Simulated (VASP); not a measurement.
# S (Fm-3m) in VASP: a series of runs

S is run at these levels: r2SCAN; tasks: single point, relaxation of cell and atoms.

Everything below comes from runs of VASP 6.6.1. Logs are shortened: lines on timing, memory, paths and dates and some standing lists are left out, and cuts for length are marked.

### Step 1. The cell of the first run

It takes space group Fm-3m (No. 225, cubic). The conventional cell has a = 3.710 Å, b = 3.710 Å, c = 3.710 Å, α = 90.00°, β = 90.00°, γ = 90.00°. S (site symmetry m-3m) has 12 S at 2.62 Å within 3.5 Å.

This isn't the form of S at room conditions, which is orthorhombic, of S8 rings.

### Step 2. Single point, r2SCAN

POSCAR

```
S
1.0
    0.0000000000      1.8548741132      1.8548741132
    1.8548741132      0.0000000000      1.8548741132
    1.8548741132      1.8548741132      0.0000000000
S
1
Direct
    0.0000000000      0.0000000000      0.0000000000
```

INCAR.step1

```
SYSTEM = S
ALGO = Normal
EDIFF = 1E-5
ENCUT = 550
GGA = PE
GGA_COMPAT = .FALSE.
ISMEAR = 1
LASPH = .TRUE.
LCHARG = .FALSE.
LREAL = .FALSE.
LWAVE = .TRUE.
NBANDS = 9
NELM = 120
PREC = Accurate
SIGMA = 0.05
```

INCAR.step2

```
SYSTEM = S
ALGO = Normal
EDIFF = 1E-6
ENCUT = 550
GGA_COMPAT = .FALSE.
ISIF = 2
ISMEAR = 1
ISTART = 1
LASPH = .TRUE.
LCHARG = .FALSE.
LMIXTAU = .TRUE.
LREAL = .FALSE.
LWAVE = .FALSE.
METAGGA = R2SCAN
NBANDS = 9
NELM = 120
PREC = Accurate
SIGMA = 0.05
```

KPOINTS

```
k-points
0
G
  7 7 7
  0 0 0
```

Potentials or basis: VASP PAW PBE potentials, release 64 (S).

Run with:

```
$ cat potpaw_PBE.64/S/POTCAR > POTCAR
$ cp INCAR.step1 INCAR
$ mpirun -np 1 vasp_std > vasp.out
$ cp INCAR.step2 INCAR
$ mpirun -np 1 vasp_std > vasp.out
```

OUTCAR:

```text
SYSTEM = S
   EDIFF = 1E-6
   ENCUT = 550
   ISIF = 2
   ISMEAR = 1
   ISTART = 1
   LASPH = .TRUE.
   LREAL = .FALSE.
   METAGGA = R2SCAN
   NELM = 120
   PREC = Accurate

 ion  position               nearest neighbor table
   1  0.000  0.000  0.000-

  LATTYP: Found a face centered cubic cell.
 ALAT       =     3.7097482264

  Lattice vectors:

 A1 = (   0.0000000000,   1.8548741132,   1.8548741132)
 A2 = (   1.8548741132,   0.0000000000,   1.8548741132)
 A3 = (   1.8548741132,   1.8548741132,   0.0000000000)

Analysis of symmetry for initial positions (statically):
=====================================================================
 Subroutine PRICEL returns:
 Original cell was already a primitive cell.

 Routine SETGRP: Setting up the symmetry group for a
 face centered cubic supercell.

 Subroutine GETGRP returns: Found 48 space group operations
 (whereof 48 operations were pure point group operations)
 out of a pool of 48 trial point group operations.

The static configuration has the point symmetry O_h .

Analysis of symmetry for dynamics (positions and initial velocities):
=====================================================================
 Subroutine PRICEL returns:
 Original cell was already a primitive cell.

 Routine SETGRP: Setting up the symmetry group for a
 face centered cubic supercell.

 Subroutine GETGRP returns: Found 48 space group operations
 (whereof 48 operations were pure point group operations)
 out of a pool of 48 trial point group operations.

The dynamic configuration has the point symmetry O_h .

 Subroutine INISYM returns: Found 48 space group operations
 (whereof 48 operations are pure point group operations),
 and found     1 'primitive' translations

----------------------------------------------------------------------------------------

                                     Primitive cell

  volume of cell :      12.7636

  direct lattice vectors                    reciprocal lattice vectors
     0.000000000  1.854874113  1.854874113    -0.269560072  0.269560072  0.269560072
     1.854874113  0.000000000  1.854874113     0.269560072 -0.269560072  0.269560072
     1.854874113  1.854874113  0.000000000     0.269560072  0.269560072 -0.269560072

  length of vectors
     2.623188127  2.623188127  2.623188127     0.466891741  0.466891741  0.466891741

  position of ions in fractional coordinates (direct lattice)
     0.000000000  0.000000000  0.000000000

  ion indices of the primitive-cell ions
   primitive index   ion index
                 1           1

----------------------------------------------------------------------------------------

 KPOINTS: k-points

Automatic generation of k-mesh.
 Grid dimensions read from file:
 generate k-points for:    7    7    7

 Generating k-lattice:

  Cartesian coordinates                     Fractional coordinates (reciprocal lattice)
    -0.038508582  0.038508582  0.038508582     0.142857143  0.000000000  0.000000000
     0.038508582 -0.038508582  0.038508582     0.000000000  0.142857143  0.000000000
     0.038508582  0.038508582 -0.038508582     0.000000000  0.000000000  0.142857143

  Length of vectors
     0.066698820  0.066698820  0.066698820

  Shift w.r.t. Gamma in fractional coordinates (k-lattice)
     0.000000000  0.000000000  0.000000000

 Subroutine IBZKPT returns following result:
 ===========================================

 Found     20 irreducible k-points:

 Following reciprocal coordinates:
            Coordinates               Weight
  0.000000  0.000000  0.000000      1.000000
  0.142857  0.000000  0.000000      8.000000
  0.285714  0.000000  0.000000      8.000000
  0.428571  0.000000  0.000000      8.000000
  0.142857  0.142857  0.000000      6.000000
  0.285714  0.142857  0.000000     24.000000
[... 12 lines left out ...]
 -0.428571  0.428571  0.142857     24.000000
 -0.285714  0.428571  0.142857     24.000000
   k-points           NKPTS =     20   k-points in BZ     NKDIM =     20   number of bands    NBANDS=      9
   number of dos      NEDOS =    301   number of ions     NIONS =      1
   total plane-waves  NPLWV =   8000
   dimension x,y,z NGX =    20 NGY =   20 NGZ =   20
   dimension x,y,z NGXF=    40 NGYF=   40 NGZF=   40
   ions per type =               1
   NGX,Y,Z   is equivalent  to a cutoff of  12.68, 12.68, 12.68 a.u.
   NGXF,Y,Z  is equivalent  to a cutoff of  25.35, 25.35, 25.35 a.u.
 SYSTEM =  S
   PREC   = accura    normal or accurate (medium, high low for compatibility)
   ISTART =      1    job   : 0-new  1-cont  2-samecut
   ICHARG =      0    charge: 1-file 2-atom 10-const
   ISPIN  =      1    spin polarized calculation?
   LNONCOLLINEAR =      F non collinear calculations
   LSORBIT =      F    spin-orbit coupling
   LASPH  =      T    aspherical Exc in radial PAW
   ENCUT  =  550.0 eV  40.42 Ry    6.36 a.u.   5.02  5.02  5.02*2*pi/ulx,y,z
   NELM   =    120;   NELMIN=  2; NELMDL=  0     # of ELM steps
   EDIFF  = 0.1E-05   stopping-criterion for ELM
   LREAL  =      F    real-space projection
   EDIFFG = 0.1E-04   stopping-criterion for IOM
   NSW    =      0    number of steps for IOM
   IBRION =     -1    ionic relax: 0-MD 1-quasi-New 2-CG
   NFREE  =      0    steps in history (QN), initial steepest desc. (CG)
   ISIF   =      2    stress and relaxation
   ISYM   =      2    0-nonsym 1-usesym 2-fastsym
   POTIM  = 0.5000    time-step for ionic-motion
   TEBEG  =    0.0;   TEEND  =   0.0 temperature during run
   PSTRESS=    0.0 pullay stress
   NELECT =       6.0000    total number of electrons
   NUPDOWN=      -1.0000    fix difference up-down
   EMIN   =  10.00;   EMAX   =-10.00  energy-range for DOS
   EFERMI =   0.00;   METHOD = LEGACY
   ISMEAR =     1;   SIGMA  =   0.05  broadening in eV -4-tet -1-fermi 0-gaus
   EFERMI_NEDOS =   21; number of points for ismear=-14 and -15
   IALGO  =     38    algorithm
   IMIX   =      4    mixing-type and parameters
     AMIX     =   0.40;   BMIX     =  1.00
     AMIX_MAG =   1.60;   BMIX_MAG =  1.00
  volume/ion in A,a.u.               =      12.76        86.13
  Fermi-wavevector in a.u.,A,eV,Ry     =   1.272919  2.405468 22.045834  1.620323
  Thomas-Fermi vector in A             =   2.405771
   LORBIT       =      0    0 simple, 1 ext, 2 COOP (PROOUT), +10 PAW based schemes
   METAGGA = R2SCAN    functional components
   LHFCALC =     F    Hartree Fock is set to
   AEXX    =    0.0000 exact exchange contribution
   IVDW    =     0    specifies the selected vdW correction
   LEPSILON=     F    determine dielectric tensor
   LRPA    =     F    only Hartree local field effects (RPA)
 non-spin polarized calculation
 Methfessel and Paxton  Order N= 1 SIGMA  =   0.05
  energy-cutoff  :      550.00
  volume of cell :       12.76
 maximum number of plane-waves:       383
   NGX =  9   NGY =  9   NGZ =  9

 number of electron       6.0000000 magnetization

 Free energy of the ion-electron system (eV)
  ---------------------------------------------------
  ext. energy  EPLUGINS =         0.00000000
  ---------------------------------------------------
  free energy    TOTEN  =        -6.27406256 eV

  energy without entropy =       -6.27480078  energy(sigma->0) =       -6.27430863

 E-fermi :  10.6408     XC(G=0): -13.0133

 val. band max:       10.6057494359   @ k =  -0.4286   0.2857   0.1429
 cond. band min:      10.7116431382   @ k =   0.4286   0.2857   0.0000
 fundamental gap:      0.1058937023
 Fermi energy:        10.6408265945

 k-point     1 :       0.0000    0.0000    0.0000
  band No.  band energies     occupation
      1      -9.3011      2.00000
      2      15.5773      0.00000
      3      15.5773      0.00000
      4      15.5773      0.00000
      5      23.5213      0.00000
      6      23.5213      0.00000
      7      23.5213      0.00000
      8      30.2423      0.00000
      9      30.5442      0.00000

 k-point     2 :       0.1429    0.0000    0.0000
  band No.  band energies     occupation
      1      -8.6780      2.00000
      2      12.2842      0.00000
      3      15.0353      0.00000
      4      15.0353      0.00000
      5      23.1674      0.00000
      6      24.4884      0.00000
      7      24.4884      0.00000
      8      28.9476      0.00000
      9      28.9476      0.00000

 k-point     3 :       0.2857    0.0000    0.0000
  band No.  band energies     occupation
      1      -6.8546      2.00000
      2       6.7070      2.00000
      3      14.1872      0.00000
      4      14.1872      0.00000
      5      22.3757      0.00000
      6      24.0420      0.00000
      7      24.0420      0.00000
      8      30.5266      0.00000
      9      30.5266      0.00000

 k-point     4 :       0.4286    0.0000    0.0000
  band No.  band energies     occupation
      1      -4.1886      2.00000
      2       1.9052      2.00000
      3      13.7102      0.00000
      4      13.7102      0.00000
      5      21.9301      0.00000
      6      22.7658      0.00000
      7      22.7658      0.00000
      8      30.3317      0.00000
      9      34.7452      0.00000
[... 157 lines left out ...]
 k-point    18 :      -0.4286    0.2857    0.1429
  band No.  band energies     occupation
      1      -2.6988      2.00000
      2       3.3525      2.00000
      3       7.8274      2.00000
      4      10.6057      1.92082
      5      21.2977      0.00000
      6      23.8255      0.00000
      7      27.0846      0.00000
      8      30.5216      0.00000
      9      34.1567      0.00000

 k-point    19 :      -0.4286    0.4286    0.1429
  band No.  band energies     occupation
      1      -1.7054      2.00000
      2       4.0865      2.00000
      3       7.1826      2.00000
      4       8.3744      2.00000
      5      19.8911      0.00000
      6      20.3771      0.00000
      7      29.6231      0.00000
      8      33.5464      0.00000
      9      36.4787      0.00000

 k-point    20 :      -0.2857    0.4286    0.1429
  band No.  band energies     occupation
      1      -0.7642      2.00000
      2       4.1554      2.00000
      3       4.5981      2.00000
      4       8.6346      2.00000
      5      20.7997      0.00000
      6      25.2427      0.00000
      7      27.7757      0.00000
      8      29.0329      0.00000
      9      36.2157      0.00000

------------------------ aborting loop because EDIFF is reached ----------------------------------------

  FORCE on cell =-STRESS in cart. coord.  units (eV):
  Direction    XX          YY          ZZ          XY          YZ          ZX
  --------------------------------------------------------------------------------------
  -------------------------------------------------------------------------------------
  Total        2.3241747      2.3241747      2.3241747     -0.0000000      0.0000000     -0.0000000
  in kB      291.7467616    291.7467616    291.7467616     -0.0000000      0.0000000     -0.0000000
  external PRESSURE =     291.7467616 kB  Pullay stress =       0.0000000 kB

 VOLUME and BASIS-vectors are now :
 -----------------------------------------------------------------------------
  energy-cutoff  :      550.00
  volume of cell :       12.76
      direct lattice vectors                 reciprocal lattice vectors
     0.000000000  1.854874113  1.854874113    -0.269560072  0.269560072  0.269560072
     1.854874113  0.000000000  1.854874113     0.269560072 -0.269560072  0.269560072
     1.854874113  1.854874113  0.000000000     0.269560072  0.269560072 -0.269560072

 POSITION                                       TOTAL-FORCE (eV/Angst)
 -----------------------------------------------------------------------------------
      0.00000      0.00000      0.00000         0.000000      0.000000      0.000000
 -----------------------------------------------------------------------------------
    total drift:                                0.000000     -0.000000     -0.000000

  FREE ENERGIE OF THE ION-ELECTRON SYSTEM (eV)
  ---------------------------------------------------
  free  energy   TOTEN  =        -6.2740625605 eV

  energy  without entropy=       -6.2748007838  energy(sigma->0) =       -6.27430863
```

Wall time 12 s (1 thread of Intel Xeon Platinum 8375C at 2.90GHz (Ice Lake), shared host); peak memory 0.12 GiB.

What came out:

```
Free energy            : -6.2741 eV
Pressure               : 29.2 GPa
Band gap on the k mesh : zero (bands 3 and 4 overlap by 7.20 eV)
```

Levels at points of the mesh, in eV from the Fermi level:
| k point | band 1 | band 2 | band 3 | band 4 | band 5 | band 6 |
| --- | --- | --- | --- | --- | --- | --- |
| (0.00, 0.00, 0.00) | -19.94 | 4.94 | 4.94 | 4.94 | 12.88 | 12.88 |

Caveat: the k points lie up to 0.42 Å⁻¹ apart, too coarse for converged energies and pressures of a metal; the PAW data sets were made with another functional, which shifts forces and pressure a little.

### Step 3. Single point, r2SCAN

This run uses another cell than the first one, of 11.88 Å³/atom.

POSCAR

```
S
1.0
    0.0000000000      1.8109043708      1.8109043708
    1.8109043708      0.0000000000      1.8109043708
    1.8109043708      1.8109043708      0.0000000000
S
1
Direct
    0.0000000000      0.0000000000      0.0000000000
```

INCAR.step1

```
  ALGO = Normal
  EDIFF = 1E-5
  ENCUT = 550
  GGA = PE
  GGA_COMPAT = False
  ISMEAR = 1
  LASPH = True
  LCHARG = False
  LREAL = False
  LWAVE = True
  NBANDS = 9
  NELM = 120
  PREC = Accurate
  SIGMA = 0.05
```

INCAR.step2

```
  ALGO = Normal
  EDIFF = 1E-6
  ENCUT = 550
  GGA_COMPAT = False
  ISIF = 2
  ISMEAR = 1
  ISTART = 1
  LASPH = True
  LCHARG = False
  LMIXTAU = True
  LREAL = False
  LWAVE = False
  METAGGA = R2SCAN
  NBANDS = 9
  NELM = 120
  PREC = Accurate
  SIGMA = 0.05
```

KPOINTS

```
k-points
0
Gamma
  7 7 7
```

Potentials or basis: VASP PAW PBE potentials, release 64 (S).

Run with:

```
$ cat potpaw_PBE.64/S/POTCAR > POTCAR
$ cp INCAR.step1 INCAR
$ mpirun -np 1 vasp_std > vasp.out
$ cp INCAR.step2 INCAR
$ mpirun -np 1 vasp_std > vasp.out
```

OUTCAR:

```text
EDIFF = 1E-6
   ENCUT = 550
   ISIF = 2
   ISMEAR = 1
   ISTART = 1
   LASPH = True
   LREAL = False
   METAGGA = R2SCAN
   NELM = 120
   PREC = Accurate

 ion  position               nearest neighbor table
   1  0.000  0.000  0.000-

  LATTYP: Found a face centered cubic cell.
 ALAT       =     3.6218087416

  Lattice vectors:

 A1 = (   0.0000000000,   1.8109043708,   1.8109043708)
 A2 = (   1.8109043708,   0.0000000000,   1.8109043708)
 A3 = (   1.8109043708,   1.8109043708,   0.0000000000)

Analysis of symmetry for initial positions (statically):
=====================================================================
 Subroutine PRICEL returns:
 Original cell was already a primitive cell.

 Routine SETGRP: Setting up the symmetry group for a
 face centered cubic supercell.

 Subroutine GETGRP returns: Found 48 space group operations
 (whereof 48 operations were pure point group operations)
 out of a pool of 48 trial point group operations.

The static configuration has the point symmetry O_h .

Analysis of symmetry for dynamics (positions and initial velocities):
[... 156 lines left out ...]
 fundamental gap:      0.1149132800
 Fermi energy:        11.9328720102

 k-point     1 :       0.0000    0.0000    0.0000
  band No.  band energies     occupation
      1      -8.9943      2.00000
      2      17.4447      0.00000
      3      17.4447      0.00000
      4      17.4447      0.00000
      5      24.8304      0.00000
      6      24.8304      0.00000
      7      24.8304      0.00000
      8      31.9990      0.00000
      9      31.9990      0.00000
[... 217 lines left out ...]
 k-point    20 :      -0.2857    0.4286    0.1429
  band No.  band energies     occupation
      1       0.4882      2.00000
      2       4.8538      2.00000
      3       5.3492      2.00000
      4       9.6455      2.00000
      5      22.2568      0.00000
      6      26.9526      0.00000
      7      29.5371      0.00000
      8      30.8315      0.00000
      9      38.4228      0.00000

------------------------ aborting loop because EDIFF is reached ----------------------------------------

  FORCE on cell =-STRESS in cart. coord.  units (eV):
  Direction    XX          YY          ZZ          XY          YZ          ZX
  --------------------------------------------------------------------------------------
  -------------------------------------------------------------------------------------
  Total        3.2817223      3.2817223      3.2817223     -0.0000000     -0.0000000     -0.0000000
  in kB      442.6860757    442.6860757    442.6860757     -0.0000000     -0.0000000     -0.0000000
  external PRESSURE =     442.6860757 kB  Pullay stress =       0.0000000 kB

 VOLUME and BASIS-vectors are now :
 -----------------------------------------------------------------------------
  energy-cutoff  :      550.00
  volume of cell :       11.88
      direct lattice vectors                 reciprocal lattice vectors
     0.000000000  1.810904371  1.810904371    -0.276105137  0.276105137  0.276105137
     1.810904371  0.000000000  1.810904371     0.276105137 -0.276105137  0.276105137
     1.810904371  1.810904371  0.000000000     0.276105137  0.276105137 -0.276105137

 POSITION                                       TOTAL-FORCE (eV/Angst)
 -----------------------------------------------------------------------------------
      0.00000      0.00000      0.00000         0.000000      0.000000     -0.000000
 -----------------------------------------------------------------------------------
    total drift:                                0.000000     -0.000000     -0.000000

  FREE ENERGIE OF THE ION-ELECTRON SYSTEM (eV)
  ---------------------------------------------------
  free  energy   TOTEN  =        -6.0732214171 eV

  energy  without entropy=       -6.0733995160  energy(sigma->0) =       -6.07328078
```

It took 12 s on 1 thread of Intel Xeon Platinum 8375C at 2.90GHz (Ice Lake), shared host; peak memory 0.12 GiB.

What came out:

| Property | Result |
| --- | --- |
| Free energy | -6.0732 eV |
| Pressure | 44.3 GPa |
| Band gap on the k mesh | zero (bands 3 and 4 overlap by 8.10 eV) |

Levels at points of the mesh, in eV from the Fermi level:
| k point | band 1 | band 2 | band 3 | band 4 | band 5 | band 6 | band 7 |
| --- | --- | --- | --- | --- | --- | --- | --- |
| (0.00, 0.00, 0.00) | -20.93 | 5.51 | 5.51 | 5.51 | 12.90 | 12.90 | 12.90 |

Caveat: the k points lie up to 0.43 Å⁻¹ apart, too coarse for converged energies and pressures of a metal; the PAW data sets were made with another functional, which shifts forces and pressure a little.

(Continued in part 2 of 2.)

The gap in the log of VASP goes by the Fermi energy; the results here count the filled bands.